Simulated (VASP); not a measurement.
Zr, 3 atoms in the cell. The structure is hexagonal, space group P6/mmm (No. 191). The conventional cell has a = 5.109 Å, b = 5.109 Å, c = 3.189 Å, α = 90.00°, β = 90.00°, γ = 120.00°. Within 4.2 Å of Zr (site symmetry 6/mmm) lie 14 Zr at 3.19 to 3.35 Å. Zr (site symmetry -6m2) has 11 Zr at 2.95 to 3.35 Å within 3.9 Å.  This cell differs from its parent crystal: volume scaled by 1.04.

| Property | Result |
| --- | --- |
| Program | VASP 6.6.1 |
| Task | single point |
| Functional | PBE |
| Potentials or basis | VASP PAW PBE potentials, release 64 (Zr_sv) |
| Cutoff | 520 eV |
| k mesh | 8 × 8 × 11 |
| Occupations | fermi-dirac, width 0.05 eV |
| Spin | collinear spin, ferromagnetic start |
| Starting moments | [1.0, 1.0, 1.0] μB |
| Dipole correction | no |
| Further INCAR settings | ALGO = Normal; EDIFF = 1e-06; NBANDS = 29 |

Potentials or basis: VASP PAW PBE potentials, release 64 (Zr_sv).

Run with:

```sh
$ cat potpaw_PBE.64/Zr_sv/POTCAR > POTCAR
$ mpirun -np 1 vasp_std > vasp.out
```

Hardware: 1 thread of Oxide Virtual Turin-like Processor, with other jobs on the host.

**Question.** How long does it take, and how much memory?

**Answer.** Wall time 4.2 min on 1 thread of Oxide Virtual Turin-like Processor, on a shared host, peak memory 0.29 GiB. Counts: scf iterations 14, k points 60.
